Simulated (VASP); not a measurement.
# F (Cmce) in VASP: further runs

The runs below take F through single point, with PBEsol.

All numbers are computed with VASP 6.6.1; they aren't measurements. Logs are shortened: lines on timing, memory, paths and dates and some standing lists are left out, and cuts for length are marked.

## 1. The cell of the first run

It takes space group Cmce (No. 64, orthorhombic). Conventional cell: a = 7.293 Å, b = 4.309 Å, c = 6.280 Å, α = 90.00°, β = 90.00°, γ = 90.00°. F (site symmetry m) has 1 F at 1.42 Å within 1.9 Å.

## 2. Single point, PBEsol (strain +0.030 along x and y, -0.015 along z)

The input, INCAR:

```
PREC     = Accurate       # precision mode
ENCUT    = 520            # plane-wave cutoff, eV
EDIFF    = 1E-7           # SCF threshold, eV
ISMEAR   = 0              # smearing method
SIGMA    = 0.05           # smearing width, eV
LREAL    = F              # projectors in reciprocal space
LASPH    = T              # aspherical terms in the spheres
NELM     = 80             # most SCF steps
ALGO     = Normal         # electronic algorithm
ISIF     = 2              # what is computed and relaxed
LWAVE    = F              # write WAVECAR
LCHARG   = F              # write CHGCAR
GGA      = PS             # functional
NBANDS   = 22             # bands
```

The input, KPOINTS:

```
Automatic mesh
0
Gamma
  6 6 4
```

The input, POSCAR:

```
F
1.0
    3.6463215400     -2.1546580300      0.0000000000
    3.6463215400      2.1546580300      0.0000000000
    0.0000000000      0.0000000000      6.2800901100
F
4
Direct
    0.9125420000      0.0874580000      0.0960130000
    0.5874580000      0.4125420000      0.5960130000
    0.4125420000      0.5874580000      0.4039870000
    0.0874580000      0.9125420000      0.9039870000
```

Potentials or basis: VASP PAW PBE potentials, release 64 (F).

Started as:

```console
$ cat potpaw_PBE.64/F/POTCAR > POTCAR
$ mpirun -np 1 vasp_std > vasp.out
```

OUTCAR:

```text
PREC = Accurate
   ENCUT = 520
   EDIFF = 1E-7
   ISMEAR = 0
   LREAL = F
   LASPH = T
   NELM = 80
   ISIF = 2
   GGA = PS

 ion  position               nearest neighbor table
   1  0.913  0.087  0.096-   4 1.42
   2  0.587  0.413  0.596-   3 1.42
   3  0.413  0.587  0.404-   2 1.42
   4  0.087  0.913  0.904-   1 1.42

  LATTYP: Found a base centered orthorhombic cell.
 ALAT       =     4.3093160600
 B/A-ratio  =     1.6922971020
 C/A-ratio  =     1.4573287321

  Lattice vectors:

 A1 = (  -3.6463215400,  -2.1546580300,   0.0000000000)
 A2 = (   3.6463215400,  -2.1546580300,   0.0000000000)
 A3 = (   0.0000000000,   0.0000000000,   6.2800901100)

Analysis of symmetry for initial positions (statically):
=====================================================================
 Subroutine PRICEL returns:
 Original cell was already a primitive cell.

 Routine SETGRP: Setting up the symmetry group for a
 base centered orthorhombic supercell.

 Subroutine GETGRP returns: Found  8 space group operations
 (whereof  4 operations were pure point group operations)
 out of a pool of  8 trial point group operations.

The static configuration has the point symmetry C_2h.
 The point group associated with its full space group is D_2h.

Analysis of symmetry for dynamics (positions and initial velocities):
=====================================================================
 Subroutine PRICEL returns:
 Original cell was already a primitive cell.

 Routine SETGRP: Setting up the symmetry group for a
 base centered orthorhombic supercell.

 Subroutine GETGRP returns: Found  8 space group operations
 (whereof  4 operations were pure point group operations)
 out of a pool of  8 trial point group operations.

The dynamic configuration has the point symmetry C_2h.
 The point group associated with its full space group is D_2h.

 Subroutine INISYM returns: Found  8 space group operations
 (whereof  4 operations are pure point group operations),
 and found     1 'primitive' translations

----------------------------------------------------------------------------------------

                                     Primitive cell

  volume of cell :      98.6800

  direct lattice vectors                    reciprocal lattice vectors
     3.646321540 -2.154658030  0.000000000     0.137124495 -0.232055386  0.000000000
     3.646321540  2.154658030  0.000000000     0.137124495  0.232055386  0.000000000
     0.000000000  0.000000000  6.280090110     0.000000000  0.000000000  0.159233384

  length of vectors
     4.235352642  4.235352642  6.280090110     0.269541888  0.269541888  0.159233384

  position of ions in fractional coordinates (direct lattice)
     0.912542000  0.087458000  0.096013000
     0.587458000  0.412542000  0.596013000
     0.412542000  0.587458000  0.403987000
     0.087458000  0.912542000  0.903987000

  ion indices of the primitive-cell ions
   primitive index   ion index
                 1           1
                 2           2
                 3           3
                 4           4

----------------------------------------------------------------------------------------

 KPOINTS: Automatic mesh

Automatic generation of k-mesh.
 Grid dimensions read from file:
 generate k-points for:    6    6    4

 Generating k-lattice:

  Cartesian coordinates                     Fractional coordinates (reciprocal lattice)
     0.022854083 -0.038675898  0.000000000     0.166666667  0.000000000  0.000000000
     0.022854083  0.038675898  0.000000000     0.000000000  0.166666667  0.000000000
     0.000000000  0.000000000  0.039808346     0.000000000  0.000000000  0.250000000

  Length of vectors
     0.044923648  0.044923648  0.039808346

  Shift w.r.t. Gamma in fractional coordinates (k-lattice)
     0.000000000  0.000000000  0.000000000

 Subroutine IBZKPT returns following result:
 ===========================================

 Found     39 irreducible k-points:

 Following reciprocal coordinates:
            Coordinates               Weight
  0.000000  0.000000  0.000000      1.000000
[... 47 lines left out ...]
  band No.  band energies     occupation
      1     -31.3220      2.00000
      2     -31.2460      2.00000
      3     -25.1159      2.00000
      4     -24.9541      2.00000
      5     -12.9679      2.00000
      6     -12.7029      2.00000
[... 14 lines left out ...]
     21      10.9554      0.00000
     22      10.9993      0.00000

 k-point     2 :       0.1667   -0.0000    0.0000
  band No.  band energies     occupation
      1     -31.3158      2.00000
      2     -31.2499      2.00000
      3     -25.1063      2.00000
      4     -24.9666      2.00000
      5     -12.9557      2.00000
      6     -12.7240      2.00000
[... 14 lines left out ...]
     21      10.0832      0.00000
     22      11.1090      0.00000

 k-point     3 :       0.3333   -0.0000    0.0000
  band No.  band energies     occupation
      1     -31.2993      2.00000
      2     -31.2610      2.00000
      3     -25.0791      2.00000
      4     -24.9988      2.00000
      5     -12.9171      2.00000
      6     -12.7809      2.00000
[... 14 lines left out ...]
     21       8.7579      0.00000
     22       9.2336      0.00000

 k-point     4 :       0.5000    0.0000    0.0000
  band No.  band energies     occupation
      1     -31.2788      2.00000
      2     -31.2788      2.00000
      3     -25.0402      2.00000
      4     -25.0402      2.00000
      5     -12.8537      2.00000
      6     -12.8537      2.00000
[... 14 lines left out ...]
     21       7.7018      0.00000
     22       7.7018      0.00000

 k-point     5 :       0.1667    0.1667    0.0000
  band No.  band energies     occupation
      1     -31.3206      2.00000
      2     -31.2453      2.00000
      3     -25.1142      2.00000
      4     -24.9555      2.00000
      5     -12.9631      2.00000
      6     -12.7051      2.00000
[... 417 lines left out ...]
 k-point    22 :      -0.1667    0.1667    0.2500
  band No.  band energies     occupation
      1     -31.2946      2.00000
      2     -31.2669      2.00000
      3     -25.0685      2.00000
      4     -25.0097      2.00000
      5     -12.8944      2.00000
      6     -12.7912      2.00000
[... 14 lines left out ...]
     21       8.5737      0.00000
     22       9.7829      0.00000

 k-point    23 :       0.3333    0.3333    0.2500
  band No.  band energies     occupation
      1     -31.3068      2.00000
      2     -31.2548      2.00000
      3     -25.0888      2.00000
      4     -24.9797      2.00000
      5     -12.9222      2.00000
      6     -12.7504      2.00000
[... 14 lines left out ...]
     21       8.6818      0.00000
     22       9.8767      0.00000

 k-point    24 :       0.5000    0.3333    0.2500
  band No.  band energies     occupation
      1     -31.3018      2.00000
      2     -31.2572      2.00000
      3     -25.0822      2.00000
      4     -24.9892      2.00000
      5     -12.9098      2.00000
      6     -12.7637      2.00000
[... 14 lines left out ...]
     21       8.4919      0.00000
     22       8.9710      0.00000

 [... further k-points ...]
[... 5 lines left out ...]
  --------------------------------------------------------------------------------------
  -------------------------------------------------------------------------------------
  Total       -0.2799224     -0.6224555     -0.9175339      0.0000000      0.0000000      0.0000000
  in kB       -4.5448441    -10.1062416    -14.8971615      0.0000000      0.0000000      0.0000000
  external PRESSURE =      -9.8494157 kB  Pullay stress =       0.0000000 kB

 VOLUME and BASIS-vectors are now :
 -----------------------------------------------------------------------------
  energy-cutoff  :      520.00
  volume of cell :       98.68
      direct lattice vectors                 reciprocal lattice vectors
     3.646321540 -2.154658030  0.000000000     0.137124495 -0.232055386  0.000000000
     3.646321540  2.154658030  0.000000000     0.137124495  0.232055386  0.000000000
     0.000000000  0.000000000  6.280090110     0.000000000  0.000000000  0.159233384

 POSITION                                       TOTAL-FORCE (eV/Angst)
 -----------------------------------------------------------------------------------
      3.64632     -1.77777      0.60297         0.000000     -0.181549     -0.293140
      3.64632     -0.37688      3.74302         0.000000      0.181549     -0.293140
      3.64632      0.37688      2.53707         0.000000     -0.181549      0.293140
      3.64632      1.77777      5.67712         0.000000      0.181549      0.293140
 -----------------------------------------------------------------------------------
    total drift:                                0.000000      0.000000     -0.000000

  FREE ENERGIE OF THE ION-ELECTRON SYSTEM (eV)
  ---------------------------------------------------
  free  energy   TOTEN  =        -7.7846936069 eV

  energy  without entropy=       -7.7846936069  energy(sigma->0) =       -7.78469361
```

Run time: 28 s. Hardware: 1 thread of Intel Xeon Platinum 8559C (Emerald Rapids), shared host; peak memory 0.22 GiB.

Results:

| Quantity | Value |
| --- | --- |
| Free energy | -7.7847 eV |
| Pressure | -1.0 GPa |
| Largest force | 0.345 eV/Å |
| Band gap on the k mesh | 3.09 eV |

Forces in eV/Å, atoms in the order of the input:
```
F    0.000 -0.182 -0.293
F    0.000  0.182 -0.293
F    0.000 -0.182  0.293
F    0.000  0.182  0.293
```

Levels at points of the mesh, in eV from the valence-band top:
```tsv
k point	band 11	band 12	band 13	band 14	band 15	band 16	band 17	band 18
(0.00, 0.00, 0.00)	-0.39	-0.17	-0.08	0.00	3.09	3.39	8.35	11.65
(0.50, 0.00, 0.00)	-0.16	-0.16	-0.14	-0.14	3.24	3.24	11.16	11.16
(0.50, 0.50, 0.00)	-0.40	-0.27	-0.04	0.00	3.14	3.37	10.77	12.14
(0.00, 0.00, 0.50)	-0.20	-0.20	-0.13	-0.13	3.20	3.20	9.38	9.38
(0.50, 0.00, 0.50)	-0.15	-0.15	-0.12	-0.12	3.25	3.25	11.95	11.95
(0.50, 0.50, 0.50)	-0.20	-0.20	-0.15	-0.15	3.23	3.23	11.55	11.55
```

Caveat: the cell differs from its parent crystal (strain +0.030 along x and y, -0.015 along z); this functional lacks dispersion, which holds the molecules together, so the pressure and a relaxed volume are unreliable; the PAW data sets were made with another functional, which shifts forces and pressure a little. A k mesh can miss the band edges.

## 3. Single point, PBEsol (strain +0.015 along x and y, +0.015 along z)

The input, INCAR:

```
SYSTEM = F
ALGO = Normal
EDIFF = 1E-6
ENCUT = 520
GGA = PS
ISIF = 2
ISMEAR = 0
LASPH = .TRUE.
LCHARG = .FALSE.
LREAL = .FALSE.
LWAVE = .FALSE.
NBANDS = 22
NELM = 80
PREC = Accurate
SIGMA = 0.05
```

The input, KPOINTS:

```
k-points
0
G
  6 6 4
  0 0 0
```

The input, POSCAR:

```
F
1.0
    3.5932197700     -2.1232795150      0.0000000000
    3.5932197700      2.1232795150      0.0000000000
    0.0000000000      0.0000000000      6.4713618900
F
4
Direct
    0.9125420000      0.0874580000      0.0960130000
    0.5874580000      0.4125420000      0.5960130000
    0.4125420000      0.5874580000      0.4039870000
    0.0874580000      0.9125420000      0.9039870000
```

Potentials or basis: VASP PAW PBE potentials, release 64 (F).

Started as:

```console
$ cat potpaw_PBE.64/F/POTCAR > POTCAR
$ mpirun -np 1 vasp_std > vasp.out
```

Run time: 24 s. Hardware: 1 thread of Intel Xeon Platinum 8559C (Emerald Rapids), shared host; peak memory 0.22 GiB.

The run converged. Its results:

* Free energy: -7.7473 eV
* Pressure: -2.3 GPa
* Largest force: 1.151 eV/Å
* Band gap on the k mesh: 2.80 eV

Forces on the atoms (eV/Å):
```
F    0.000 -0.594 -0.986
F    0.000  0.594 -0.986
F    0.000 -0.594  0.986
F    0.000  0.594  0.986
```

Stress tensor (GPa, compression positive):
```
-0.45  0.00  0.00
 0.00 -2.03  0.00
 0.00  0.00 -4.42
```

Levels at points of the mesh, in eV from the valence-band top:
```
           k point  band 12  band 13  band 14  band 15  band 16  band 17
(0.00, 0.00, 0.00)    -0.15    -0.06     0.00     2.80     3.12     8.47
(0.50, 0.00, 0.00)    -0.14    -0.12    -0.12     2.97     2.97    11.37
(0.50, 0.50, 0.00)    -0.25    -0.02     0.00     2.85     3.10    11.00
(0.00, 0.00, 0.50)    -0.18    -0.10    -0.10     2.93     2.93     9.44
(0.50, 0.00, 0.50)    -0.13    -0.10    -0.10     2.97     2.97    12.10
(0.50, 0.50, 0.50)    -0.18    -0.13    -0.13     2.96     2.96    11.73
```

Caveat: the cell differs from its parent crystal (strain +0.015 along x and y, +0.015 along z); the PAW data sets were made with another functional, which shifts forces and pressure a little.

## 4. Single point, PBEsol (strain +0.030 along x and y, +0.000 along z)

The input, INCAR:

```
PREC = Accurate
ENCUT = 520
EDIFF = 1E-6
ISMEAR = 0
SIGMA = 0.05
LREAL = False
LASPH = True
NELM = 80
ALGO = Normal
ISIF = 2
LWAVE = False
LCHARG = True
GGA = PS
LELF = True
LVHAR = True
NBANDS = 22
```

The input, KPOINTS:

```
Automatic mesh
0
Gamma
  6 6 4
```

The input, POSCAR:

```
F
1.0
    3.6463215400     -2.1546580300      0.0000000000
    3.6463215400      2.1546580300      0.0000000000
    0.0000000000      0.0000000000      6.3757260000
F
4
Direct
    0.9125420000      0.0874580000      0.0960130000
    0.5874580000      0.4125420000      0.5960130000
    0.4125420000      0.5874580000      0.4039870000
    0.0874580000      0.9125420000      0.9039870000
```

Started as:

```console
$ cat potpaw_PBE.64/F/POTCAR > POTCAR
$ mpirun -np 1 vasp_std > vasp.out
```

Run time: 28 s. Hardware: 1 thread of Intel Xeon Platinum 8559C (Emerald Rapids), shared host; peak memory 0.22 GiB.

The run converged. Its results:

- Free energy: -7.7655 eV
- Pressure: -1.8 GPa
- Largest force: 0.855 eV/Å
- Band gap on the k mesh: 2.92 eV

Forces in eV/Å, atoms in the order of the input:
```
F    0.000 -0.449 -0.727
F    0.000  0.449 -0.727
F    0.000 -0.449  0.727
F    0.000  0.449  0.727
```

Stress tensor (GPa, compression positive):
```
-0.44  0.00  0.00
 0.00 -1.66  0.00
 0.00  0.00 -3.24
```

Levels at points of the mesh, in eV from the valence-band top:
```csv
k point,band 11,band 12,band 13,band 14,band 15,band 16,band 17,band 18
"(0.00, 0.00, 0.00)",-0.36,-0.16,-0.07,0.00,2.92,3.21,8.41,11.63
"(0.50, 0.00, 0.00)",-0.15,-0.15,-0.13,-0.13,3.07,3.07,11.22,11.22
"(0.50, 0.50, 0.00)",-0.37,-0.25,-0.03,0.00,2.97,3.20,10.85,12.16
"(0.00, 0.00, 0.50)",-0.19,-0.19,-0.11,-0.11,3.03,3.03,9.41,9.41
"(0.50, 0.00, 0.50)",-0.14,-0.14,-0.11,-0.11,3.07,3.07,11.98,11.98
"(0.50, 0.50, 0.50)",-0.19,-0.19,-0.14,-0.14,3.06,3.06,11.61,11.61
```

Caveat: the cell differs from its parent crystal (strain +0.030 along x and y, +0.000 along z); the PAW data sets were made with another functional, which shifts forces and pressure a little. A k mesh can miss the band edges.

## 5. Single point, PBEsol (strain +0.015 along x and y, +0.030 along z)

The input, INCAR:

```
PREC = Accurate
ENCUT = 520
EDIFF = 1E-6
ISMEAR = 0
SIGMA = 0.05
LREAL = False
LASPH = True
NELM = 60
ALGO = Normal
ISIF = 2
LWAVE = False
LCHARG = False
GGA = PS
NBANDS = 22
```

The input, KPOINTS:

```
regular mesh
0
Gamma
  6 6 4
```

The input, POSCAR:

```
F
1.0
    3.5932197700     -2.1232795150      0.0000000000
    3.5932197700      2.1232795150      0.0000000000
    0.0000000000      0.0000000000      6.5669977800
F
4
Direct
    0.9125420000      0.0874580000      0.0960130000
    0.5874580000      0.4125420000      0.5960130000
    0.4125420000      0.5874580000      0.4039870000
    0.0874580000      0.9125420000      0.9039870000
```

Started as:

```console
$ cat potpaw_PBE.64/F/POTCAR > POTCAR
$ mpirun -np 1 vasp_std > vasp.out
```

Wall time 29 s (1 thread of Intel Xeon Platinum 8559C (Emerald Rapids), shared host); peak memory 0.23 GiB.

The run converged. Its results:

```yaml
Free_energy: -7.7027 eV
Pressure: -3.0 GPa
Largest_force: 1.590 eV/Å
Band_gap_on_the_k_mesh: 2.63 eV
```

Forces in eV/Å, atoms in the order of the input:
```
F    0.000 -0.812 -1.367
F    0.000  0.812 -1.367
F    0.000 -0.812  1.367
F    0.000  0.812  1.367
```

Stress tensor (GPa, compression positive):
```
-0.44  0.00  0.00
 0.00 -2.54  0.00
 0.00  0.00 -6.01
```

Levels at points of the mesh, in eV from the valence-band top:
| k point | band 11 | band 12 | band 13 | band 14 | band 15 | band 16 | band 17 | band 18 |
| --- | --- | --- | --- | --- | --- | --- | --- | --- |
| (0.00, 0.00, 0.00) | -0.32 | -0.13 | -0.05 | 0.00 | 2.63 | 2.96 | 8.52 | 11.59 |
| (0.50, 0.00, 0.00) | -0.13 | -0.13 | -0.11 | -0.11 | 2.81 | 2.81 | 11.43 | 11.43 |
| (0.50, 0.50, 0.00) | -0.33 | -0.24 | -0.01 | 0.00 | 2.69 | 2.94 | 11.08 | 12.32 |
| (0.00, 0.00, 0.50) | -0.17 | -0.17 | -0.09 | -0.09 | 2.77 | 2.77 | 9.46 | 9.46 |
| (0.50, 0.00, 0.50) | -0.12 | -0.12 | -0.09 | -0.09 | 2.81 | 2.81 | 12.13 | 12.13 |
| (0.50, 0.50, 0.50) | -0.17 | -0.17 | -0.12 | -0.12 | 2.80 | 2.80 | 11.78 | 11.78 |

Caveat: the cell differs from its parent crystal (strain +0.015 along x and y, +0.030 along z); the stress differs along the axes, from -6 to -0 GPa; the PAW data sets were made with another functional, which shifts forces and pressure a little. A k mesh can miss the band edges.

## 6. The runs side by side

| cell | gap on the mesh (eV) | pressure (GPa) | largest force (eV/Å) |
| --- | --- | --- | --- |
| a = 4.235, b = 4.235, c = 6.280 Å, angles 90.0, 90.0, 61.2°, 4 atoms | 3.09 | -1.0 | 0.34 |
| a = 4.174, b = 4.174, c = 6.471 Å, angles 90.0, 90.0, 61.2°, 4 atoms | 2.80 | -2.3 | 1.15 |
| a = 4.235, b = 4.235, c = 6.376 Å, angles 90.0, 90.0, 61.2°, 4 atoms | 2.92 | -1.8 | 0.85 |
| a = 4.174, b = 4.174, c = 6.567 Å, angles 90.0, 90.0, 61.2°, 4 atoms | 2.63 | -3.0 | 1.59 |

Alike in all rows: task single point; level PBEsol; potentials or basis VASP PAW PBE potentials, release 64 (F); no spin polarisation; k mesh 6 × 6 × 4; cutoff (eV) 520; smearing gaussian 0.05 eV.

Caveats: the PAW data sets were made with another functional, which shifts forces and pressure a little; this functional lacks dispersion, which holds the molecules together, so the pressure and a relaxed volume are unreliable (at least some runs); the stress differs along the axes, from -6 to -0 GPa (at least some runs).

Total energies depend on the potentials used, so only differences within one code and one set of settings carry meaning.
